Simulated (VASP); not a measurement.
Set up this calculation in VASP 6.6.1, as the native input.

| Quantity | Value |
| --- | --- |
| Task | single point |
| Functional | PBE |
| Potentials or basis | VASP PAW PBE potentials, release 64 (Al, H) |
| Cutoff | 520 eV |
| k mesh | 5 × 4 × 1 |
| Occupations | gaussian, width 0.1 eV |
| Spin | no spin polarisation |
| Dipole correction | yes |
| Further INCAR settings | LREAL = Auto; ALGO = Normal; EDIFF = 1e-06; NBANDS = 38 |

The structure of Al16H lies in POSCAR:

```
Al16H
1.0
    5.7135165839      0.0000000000      0.0000000000
    0.0000000000      8.0801326418      0.0000000000
    0.0000000000      0.0000000000     19.7432786746
Al H
16 1
Direct
    0.2500000000      0.2500000000      0.2026005947
    0.2500000000      0.7500000000      0.2026005947
    0.7500000000      0.2500000000      0.2026005947
    0.7500000000      0.7500000000      0.2026005947
    0.0000000000      0.0000000000      0.2749482108
    0.0000000000      0.5000000000      0.2749482108
    0.5000000000      0.0000000000      0.2749482108
    0.5000000000      0.5000000000      0.2749482108
    0.2500000000      0.2500000000      0.3495466417
    0.2500000000      0.7500000000      0.3495466417
    0.7500000000      0.2500000000      0.3495466417
    0.7500000000      0.7500000000      0.3495466417
    0.0000000000      0.0000000000      0.4175232904
    0.0000000000      0.5000000000      0.4175232904
    0.5000000000      0.0000000000      0.4175232904
    0.5000000000      0.5000000000      0.4175232904
    0.0000000000      0.0000000000      0.4989250899
```

One way to write it, as run:

INCAR

```
SYSTEM = Al16H
PREC = Accurate
ENCUT = 520
EDIFF = 1E-6
ISMEAR = 0
SIGMA = 0.1
LREAL = Auto
LASPH = .True.
NELM = 100
ALGO = Normal
ISIF = 2
LWAVE = .False.
LCHARG = .False.
LDIPOL = .True.
IDIPOL = 3
DIPOL = 0.5 0.5 0.322
GGA = PE
NBANDS = 38
```

KPOINTS

```
Automatic mesh
0
Gamma
  5 4 1
  0 0 0
```

Potentials or basis: VASP PAW PBE potentials, release 64 (Al, H).

Launch:

```sh
$ cat potpaw_PBE.64/Al/POTCAR potpaw_PBE.64/H/POTCAR > POTCAR
$ mpirun -np 1 vasp_std > vasp.out
```

Results of the run:

| Quantity | Value |
| --- | --- |
| Largest force | 0.279 eV/Å |
| Band gap on the k mesh | zero (an odd number of electrons rules out a gap without spin polarisation) |

Wall time 9.2 min on 1 thread of Intel(R) Xeon(R) Platinum 8259CL CPU @ 2.50GHz (Skylake/Cascade Lake), with other jobs on the host, peak memory 0.81 GiB.
